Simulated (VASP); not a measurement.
# Ti2B (P4_2/mnm) in VASP: a series of runs

Runs on Ti2B. Level: PBE. Tasks: single point.

Program: VASP 6.6.1. These are calculated values, not measurements. Logs are shortened: lines on timing, memory, paths and dates and some standing lists are left out, and cuts for length are marked.

**1. The cell of the first run**

It takes space group P4_2/mnm (No. 136, tetragonal). Conventional cell: a = 5.179 Å, b = 5.179 Å, c = 3.299 Å, α = 90.00°, β = 90.00°, γ = 90.00°. Within 3.3 Å of Ti (site symmetry m2m) lie 3 B at 2.19 to 2.21 Å and 11 Ti at 2.94 to 3.30 Å. B (site symmetry mmm) has 6 Ti at 2.19 to 2.21 Å within 2.9 Å.

The cell was built from a structure type or drawn by symmetry, and may not be a known phase.

**2. Single point, PBE**

Input file INCAR:

```
ALGO = Fast
EDIFF = 1E-6
ENCUT = 520
GGA = PE
ISIF = 2
ISMEAR = 0
LASPH = True
LCHARG = False
LREAL = False
LWAVE = False
NBANDS = 36
NELM = 60
PREC = Accurate
SIGMA = 0.1
```

Input file KPOINTS:

```
k-points
0
Gamma
  8 8 12
```

Input file POSCAR:

```
Ti2B
1.0
    5.1790392764      0.0000000000      0.0000000000
    0.0000000000      5.1790392764      0.0000000000
    0.0000000000      0.0000000000      3.2988761469
Ti B
4 2
Direct
    0.2991696466      0.2991696466      0.0000000000
    0.2008303534      0.7991696466      0.5000000000
    0.7008303534      0.7008303534      0.0000000000
    0.7991696466      0.2008303534      0.5000000000
    0.0000000000      0.0000000000      0.0000000000
    0.5000000000      0.5000000000      0.5000000000
```

Potentials or basis: VASP PAW PBE potentials, release 64 (Ti_sv, B).

Launch:

```
cat potpaw_PBE.64/Ti_sv/POTCAR potpaw_PBE.64/B/POTCAR > POTCAR
mpirun -np 1 vasp_std > vasp.out
```

OUTCAR:

```text
EDIFF = 1E-6
   ENCUT = 520
   GGA = PE
   ISIF = 2
   ISMEAR = 0
   LASPH = True
   LREAL = False
   NELM = 60
   PREC = Accurate

 ion  position               nearest neighbor table
   1  0.299  0.299  0.000-   5 2.19   6 2.21   6 2.21
   2  0.201  0.799  0.500-   6 2.19   5 2.21   5 2.21
   3  0.701  0.701  0.000-   5 2.19   6 2.21   6 2.21
   4  0.799  0.201  0.500-   6 2.19   5 2.21   5 2.21
   5  0.000  0.000  0.000-   1 2.19   3 2.19   2 2.21   4 2.21   2 2.21   4 2.21
   6  0.500  0.500  0.500-   2 2.19   4 2.19   3 2.21   1 2.21   1 2.21   3 2.21

  LATTYP: Found a simple tetragonal cell.
 ALAT       =     5.1790392764
 C/A-ratio  =     0.6369668139

  Lattice vectors:

 A1 = (   5.1790392764,   0.0000000000,   0.0000000000)
 A2 = (   0.0000000000,   5.1790392764,   0.0000000000)
 A3 = (   0.0000000000,   0.0000000000,   3.2988761469)

Analysis of symmetry for initial positions (statically):
=====================================================================
 Subroutine PRICEL returns:
 Original cell was already a primitive cell.

 Routine SETGRP: Setting up the symmetry group for a
 simple tetragonal supercell.

 Subroutine GETGRP returns: Found 16 space group operations
 (whereof  8 operations were pure point group operations)
 out of a pool of 16 trial point group operations.

The static configuration has the point symmetry D_2h.
 The point group associated with its full space group is D_4h.

Analysis of symmetry for dynamics (positions and initial velocities):
=====================================================================
 Subroutine PRICEL returns:
 Original cell was already a primitive cell.

 Routine SETGRP: Setting up the symmetry group for a
 simple tetragonal supercell.

 Subroutine GETGRP returns: Found 16 space group operations
 (whereof  8 operations were pure point group operations)
 out of a pool of 16 trial point group operations.

The dynamic configuration has the point symmetry D_2h.
 The point group associated with its full space group is D_4h.

 Subroutine INISYM returns: Found 16 space group operations
 (whereof  8 operations are pure point group operations),
 and found     1 'primitive' translations

----------------------------------------------------------------------------------------

                                     Primitive cell

  volume of cell :      88.4839

  direct lattice vectors                    reciprocal lattice vectors
     5.179039276  0.000000000  0.000000000     0.193086004  0.000000000  0.000000000
     0.000000000  5.179039276  0.000000000     0.000000000  0.193086004  0.000000000
     0.000000000  0.000000000  3.298876147     0.000000000  0.000000000  0.303133539

  length of vectors
     5.179039276  5.179039276  3.298876147     0.193086004  0.193086004  0.303133539

  position of ions in fractional coordinates (direct lattice)
     0.299169647  0.299169647  0.000000000
     0.200830353  0.799169647  0.500000000
     0.700830353  0.700830353  0.000000000
     0.799169647  0.200830353  0.500000000
     0.000000000  0.000000000  0.000000000
     0.500000000  0.500000000  0.500000000

  ion indices of the primitive-cell ions
   primitive index   ion index
                 1           1
                 2           2
                 3           3
                 4           4
                 5           5
                 6           6

----------------------------------------------------------------------------------------

 KPOINTS: k-points

Automatic generation of k-mesh.
 Grid dimensions read from file:
 generate k-points for:    8    8   12

 Generating k-lattice:

  Cartesian coordinates                     Fractional coordinates (reciprocal lattice)
     0.024135751  0.000000000  0.000000000     0.125000000  0.000000000  0.000000000
     0.000000000  0.024135751  0.000000000     0.000000000  0.125000000  0.000000000
     0.000000000  0.000000000  0.025261128     0.000000000  0.000000000  0.083333333

  Length of vectors
     0.024135751  0.024135751  0.025261128

  Shift w.r.t. Gamma in fractional coordinates (k-lattice)
     0.000000000  0.000000000  0.000000000

 Subroutine IBZKPT returns following result:
 ===========================================

 Found    105 irreducible k-points:

 Following reciprocal coordinates:
            Coordinates               Weight
  0.000000  0.000000  0.000000      1.000000
  0.125000  0.000000  0.000000      4.000000
  0.250000  0.000000  0.000000      4.000000
  0.375000  0.000000  0.000000      4.000000
  0.500000  0.000000  0.000000      2.000000
  0.125000  0.125000  0.000000      4.000000
[... 16 lines left out ...]
  0.375000  0.125000  0.083333     16.000000
  0.500000  0.125000  0.083333      8.000000
 [... further k-points ...]
   k-points           NKPTS =    105   k-points in BZ     NKDIM =    105   number of bands    NBANDS=     36
   number of dos      NEDOS =    301   number of ions     NIONS =      6
   total plane-waves  NPLWV =  44800
   dimension x,y,z NGX =    40 NGY =   40 NGZ =   28
   dimension x,y,z NGXF=    80 NGYF=   80 NGZF=   56
   ions per type =               4   2
   NGX,Y,Z   is equivalent  to a cutoff of  12.84, 12.84, 14.11 a.u.
   NGXF,Y,Z  is equivalent  to a cutoff of  25.68, 25.68, 28.22 a.u.
 SYSTEM =  unknown system
   PREC   = accura    normal or accurate (medium, high low for compatibility)
   ISTART =      0    job   : 0-new  1-cont  2-samecut
   ICHARG =      2    charge: 1-file 2-atom 10-const
   ISPIN  =      1    spin polarized calculation?
   LNONCOLLINEAR =      F non collinear calculations
   LSORBIT =      F    spin-orbit coupling
   LASPH  =      T    aspherical Exc in radial PAW
   ENCUT  =  520.0 eV  38.22 Ry    6.18 a.u.   9.63  9.63  6.13*2*pi/ulx,y,z
   NELM   =     60;   NELMIN=  2; NELMDL= -5     # of ELM steps
   EDIFF  = 0.1E-05   stopping-criterion for ELM
   LREAL  =      F    real-space projection
   EDIFFG = 0.1E-04   stopping-criterion for IOM
   NSW    =      0    number of steps for IOM
   IBRION =     -1    ionic relax: 0-MD 1-quasi-New 2-CG
   NFREE  =      0    steps in history (QN), initial steepest desc. (CG)
   ISIF   =      2    stress and relaxation
   ISYM   =      2    0-nonsym 1-usesym 2-fastsym
   POTIM  = 0.5000    time-step for ionic-motion
   TEBEG  =    0.0;   TEEND  =   0.0 temperature during run
   PSTRESS=    0.0 pullay stress
   NELECT =      54.0000    total number of electrons
   NUPDOWN=      -1.0000    fix difference up-down
   EMIN   =  10.00;   EMAX   =-10.00  energy-range for DOS
   EFERMI =   0.00;   METHOD = LEGACY
   ISMEAR =     0;   SIGMA  =   0.10  broadening in eV -4-tet -1-fermi 0-gaus
   EFERMI_NEDOS =   21; number of points for ismear=-14 and -15
   IALGO  =     68    algorithm
   IMIX   =      4    mixing-type and parameters
     AMIX     =   0.40;   BMIX     =  1.00
     AMIX_MAG =   1.60;   BMIX_MAG =  1.00
  volume/ion in A,a.u.               =      14.75        99.52
  Fermi-wavevector in a.u.,A,eV,Ry     =   1.388624  2.624119 26.235789  1.928276
  Thomas-Fermi vector in A             =   2.512732
   LORBIT       =      0    0 simple, 1 ext, 2 COOP (PROOUT), +10 PAW based schemes
   GGA     = PE    functional components
   LHFCALC =     F    Hartree Fock is set to
   AEXX    =    0.0000 exact exchange contribution
   IVDW    =     0    specifies the selected vdW correction
   LEPSILON=     F    determine dielectric tensor
   LRPA    =     F    only Hartree local field effects (RPA)
 non-spin polarized calculation
 RMM-DIIS sequential band-by-band and
 Gauss-broadening in eV      SIGMA  =   0.10
  energy-cutoff  :      520.00
  volume of cell :       88.48
 maximum number of plane-waves:      2416
 NGX is ok and might be reduce to    40
   NGX = 19   NGY = 19   NGZ = 13

 number of electron      53.9999993 magnetization

 Free energy of the ion-electron system (eV)
  ---------------------------------------------------
  ext. energy  EPLUGINS =         0.00000000
  ---------------------------------------------------
  free energy    TOTEN  =       -46.20795187 eV

  energy without entropy =      -46.17824530  energy(sigma->0) =      -46.19309858

 E-fermi :   6.6824     XC(G=0): -11.2451

 val. band max:        6.6799597628   @ k =   0.1250   0.1250   0.0000
 cond. band min:       6.6850739646   @ k =   0.0000   0.0000   0.4167
 fundamental gap:      0.0051142018
 Fermi energy:         6.6823884230

 k-point     1 :       0.0000    0.0000    0.0000
  band No.  band energies     occupation
      1     -49.8096      2.00000
      2     -49.7539      2.00000
      3     -49.7539      2.00000
      4     -49.7372      2.00000
      5     -26.2391      2.00000
      6     -26.1812      2.00000
[... 28 lines left out ...]
     35       8.6083      0.00000
     36      11.5017      0.00000

 k-point     2 :       0.1250    0.0000    0.0000
  band No.  band energies     occupation
      1     -49.8077      2.00000
      2     -49.7566      2.00000
      3     -49.7530      2.00000
      4     -49.7372      2.00000
      5     -26.2355      2.00000
      6     -26.1799      2.00000
[... 28 lines left out ...]
     35       8.6713      0.00000
     36      11.2129      0.00000

 k-point     3 :       0.2500    0.0000    0.0000
  band No.  band energies     occupation
      1     -49.8023      2.00000
      2     -49.7638      2.00000
      3     -49.7506      2.00000
      4     -49.7379      2.00000
      5     -26.2287      2.00000
      6     -26.1664      2.00000
[... 28 lines left out ...]
     35       8.8172      0.00000
     36       9.5328      0.00000
[... 742 lines left out ...]
 k-point    23 :       0.3750    0.1250    0.0833
  band No.  band energies     occupation
      1     -49.7912      2.00000
      2     -49.7717      2.00000
      3     -49.7484      2.00000
      4     -49.7411      2.00000
      5     -26.2079      2.00000
      6     -26.1791      2.00000
[... 28 lines left out ...]
     35       8.8254      0.00000
     36       9.3925      0.00000

 k-point    24 :       0.5000    0.1250    0.0833
  band No.  band energies     occupation
      1     -49.7816      2.00000
      2     -49.7816      2.00000
      3     -49.7445      2.00000
      4     -49.7445      2.00000
      5     -26.1943      2.00000
      6     -26.1943      2.00000
[... 28 lines left out ...]
     35       9.0210      0.00000
     36       9.0402      0.00000

 [... further k-points ...]
[... 5 lines left out ...]
  --------------------------------------------------------------------------------------
  -------------------------------------------------------------------------------------
  Total        0.0194146      0.0194146     -0.0112754      0.0000000      0.0000000      0.0000000
  in kB        0.3515403      0.3515403     -0.2041632      0.0000000      0.0000000      0.0000000
  external PRESSURE =       0.1663058 kB  Pullay stress =       0.0000000 kB

 VOLUME and BASIS-vectors are now :
 -----------------------------------------------------------------------------
  energy-cutoff  :      520.00
  volume of cell :       88.48
      direct lattice vectors                 reciprocal lattice vectors
     5.179039276  0.000000000  0.000000000     0.193086004  0.000000000  0.000000000
     0.000000000  5.179039276  0.000000000     0.000000000  0.193086004  0.000000000
     0.000000000  0.000000000  3.298876147     0.000000000  0.000000000  0.303133539

 POSITION                                       TOTAL-FORCE (eV/Angst)
 -----------------------------------------------------------------------------------
      1.54941      1.54941      0.00000         0.003658      0.003658      0.000000
      1.04011      4.13893      1.64944        -0.003658      0.003658     -0.000000
      3.62963      3.62963      0.00000        -0.003658     -0.003658     -0.000000
      4.13893      1.04011      1.64944         0.003658     -0.003658     -0.000000
      0.00000      0.00000      0.00000         0.000000      0.000000     -0.000000
      2.58952      2.58952      1.64944         0.000000      0.000000     -0.000000
 -----------------------------------------------------------------------------------
    total drift:                               -0.000000      0.000000      0.000000

  FREE ENERGIE OF THE ION-ELECTRON SYSTEM (eV)
  ---------------------------------------------------
  free  energy   TOTEN  =       -46.2079518668 eV

  energy  without entropy=      -46.1782453028  energy(sigma->0) =      -46.19309858
```

Run time: 12 min. Hardware: 1 thread of AMD EPYC 9R45 (Zen 5), shared host; peak memory 0.35 GiB.

Results:

| Quantity | Value |
| --- | --- |
| Free energy | -46.2080 eV |
| Pressure | 0.0 GPa |
| Largest force | 0.005 eV/Å |
| Band gap on the k mesh | zero (bands 27 and 28 overlap by 1.22 eV) |

Forces in eV/Å, atoms in the order of the input:
```
Ti   0.004  0.004  0.000
Ti  -0.004  0.004  0.000
Ti  -0.004 -0.004  0.000
Ti   0.004 -0.004  0.000
B    0.000  0.000  0.000
B    0.000  0.000  0.000
```

**3. Single point, PBE, collinear spin**

Input file INCAR:

```
SYSTEM = Ti2B
ALGO = Normal
EDIFF = 1E-6
ENCUT = 520
GGA = PE
ISIF = 2
ISMEAR = 0
ISPIN = 2
LASPH = .TRUE.
LCHARG = .FALSE.
LMAXMIX = 4
LORBIT = 11
LREAL = .FALSE.
LWAVE = .FALSE.
MAGMOM = 1 1 1 1 0 0
NBANDS = 40
NELM = 150
PREC = Accurate
SIGMA = 0.1
```

Input file KPOINTS:

```
k-points
0
G
  4 4 6
  0 0 0
```

Input file POSCAR:

```
Ti2B
1.0
    5.1730795435      0.0000000000      0.0000000000
    0.0000000000      5.1730795435      0.0000000000
    0.0000000000      0.0000000000      3.3100090980
Ti B
4 2
Direct
    0.2995934118      0.2995934118      0.0000000000
    0.2004065882      0.7995934118      0.5000000000
    0.7004065882      0.7004065882      0.0000000000
    0.7995934118      0.2004065882      0.5000000000
    0.0000000000      0.0000000000      0.0000000000
    0.5000000000      0.5000000000      0.5000000000
```

Potentials or basis: VASP PAW PBE potentials, release 64 (Ti_sv, B).

Launch:

```
cat potpaw_PBE.64/Ti_sv/POTCAR potpaw_PBE.64/B/POTCAR > POTCAR
mpirun -np 1 vasp_std > vasp.out
```

OUTCAR:

```text
SYSTEM = Ti2B
   EDIFF = 1E-6
   ENCUT = 520
   GGA = PE
   ISIF = 2
   ISMEAR = 0
   ISPIN = 2
   LASPH = .TRUE.
   LORBIT = 11
   LREAL = .FALSE.
   NELM = 150
   PREC = Accurate

 ion  position               nearest neighbor table
   1  0.300  0.300  0.000-   5 2.19   6 2.21   6 2.21
   2  0.200  0.800  0.500-   6 2.19   5 2.21   5 2.21
   3  0.700  0.700  0.000-   5 2.19   6 2.21   6 2.21
   4  0.800  0.200  0.500-   6 2.19   5 2.21   5 2.21
   5  0.000  0.000  0.000-   1 2.19   3 2.19   2 2.21   4 2.21   2 2.21   4 2.21
   6  0.500  0.500  0.500-   2 2.19   4 2.19   3 2.21   1 2.21   1 2.21   3 2.21

  LATTYP: Found a simple tetragonal cell.
 ALAT       =     5.1730795435
 C/A-ratio  =     0.6398527357
[... 2256 lines left out ...]
      1.54982      1.54982      0.00000        -0.001862     -0.001862     -0.000000
      1.03672      4.13636      1.65500         0.001862     -0.001862     -0.000000
      3.62326      3.62326      0.00000         0.001862      0.001862      0.000000
      4.13636      1.03672      1.65500        -0.001862      0.001862      0.000000
      0.00000      0.00000      0.00000         0.000000      0.000000     -0.000000
      2.58654      2.58654      1.65500         0.000000      0.000000     -0.000000
 -----------------------------------------------------------------------------------
    total drift:                                0.000000     -0.000000     -0.000000

  FREE ENERGIE OF THE ION-ELECTRON SYSTEM (eV)
  ---------------------------------------------------
  free  energy   TOTEN  =       -46.1980731995 eV

  energy  without entropy=      -46.1603872046  energy(sigma->0) =      -46.17923020

 total charge

# of ion       s       p       d       tot
------------------------------------------
    1        2.209   6.176   1.834  10.220
    2        2.209   6.176   1.834  10.220
    3        2.209   6.176   1.834  10.220
    4        2.209   6.176   1.834  10.220
    5        0.775   1.172   0.000   1.947
    6        0.775   1.172   0.000   1.947
--------------------------------------------------
tot         10.386  27.049   7.338  44.773

 magnetization (x)

# of ion       s       p       d       tot
------------------------------------------
    1        0.000   0.000   0.000   0.000
    2        0.000   0.000   0.000   0.000
    3        0.000   0.000   0.000   0.000
    4        0.000   0.000   0.000   0.000
    5       -0.000  -0.000   0.000  -0.000
    6       -0.000  -0.000   0.000  -0.000
--------------------------------------------------
tot         -0.000   0.000   0.001   0.001
```

OSZICAR:

```text
N       E                     dE             d eps       ncg     rms          rms(c)
DAV:   1     0.703527494358E+03    0.70353E+03   -0.26659E+04  3840   0.162E+03
DAV:   2     0.344957602438E+02   -0.66903E+03   -0.64873E+03  3856   0.510E+02
DAV:   3    -0.512618024667E+02   -0.85758E+02   -0.83726E+02  6008   0.159E+02
DAV:   4    -0.606838130864E+02   -0.94220E+01   -0.93850E+01  5728   0.488E+01
DAV:   5    -0.612105506724E+02   -0.52674E+00   -0.52658E+00  5744   0.998E+00    0.277E+01
DAV:   6    -0.456443719749E+02    0.15566E+02   -0.98934E+01  5024   0.547E+01    0.543E+00
DAV:   7    -0.461490206552E+02   -0.50465E+00   -0.77932E+00  5224   0.129E+01    0.437E+00
DAV:   8    -0.461696440292E+02   -0.20623E-01   -0.34382E-01  5216   0.261E+00    0.325E+00
DAV:   9    -0.461935739123E+02   -0.23930E-01   -0.19824E-01  4672   0.275E+00    0.996E-01
DAV:  10    -0.461964054058E+02   -0.28315E-02   -0.22864E-02  5120   0.862E-01    0.398E-01
DAV:  11    -0.461976306616E+02   -0.12253E-02   -0.67259E-03  5096   0.496E-01    0.136E-01
DAV:  12    -0.461980862587E+02   -0.45560E-03   -0.71231E-04  5368   0.157E-01    0.498E-02
DAV:  13    -0.461980782160E+02    0.80427E-05   -0.26446E-04  5472   0.838E-02    0.204E-02
DAV:  14    -0.461980747214E+02    0.34947E-05   -0.25879E-05  4680   0.214E-02    0.102E-02
DAV:  15    -0.461980727967E+02    0.19247E-05   -0.53548E-06  3872   0.111E-02    0.456E-03
DAV:  16    -0.461980731995E+02   -0.40279E-06   -0.11478E-06  2512   0.775E-03
   1 F= -.46198073E+02 E0= -.46179230E+02  d E =-.376860E-01  mag=     0.0012
```

Wall time 2 min (1 thread of AMD EPYC 9R45 (Zen 5), shared host); peak memory 0.26 GiB.

Results:

```
Free energy                                           : -46.1981 eV
Pressure                                              : -0.1 GPa
Band gap on the k mesh                                : zero (filled and empty bands overlap)
Net moment                                            : 0.00 μB per cell
Valence electrons inside the program's atomic spheres : Ti 10.22; B 1.95
```

Forces in eV/Å, atoms in the order of the input:
```
Ti  -0.002 -0.002  0.000
Ti   0.002 -0.002  0.000
Ti   0.002  0.002  0.000
Ti  -0.002  0.002  0.000
B    0.000  0.000  0.000
B    0.000  0.000  0.000
```
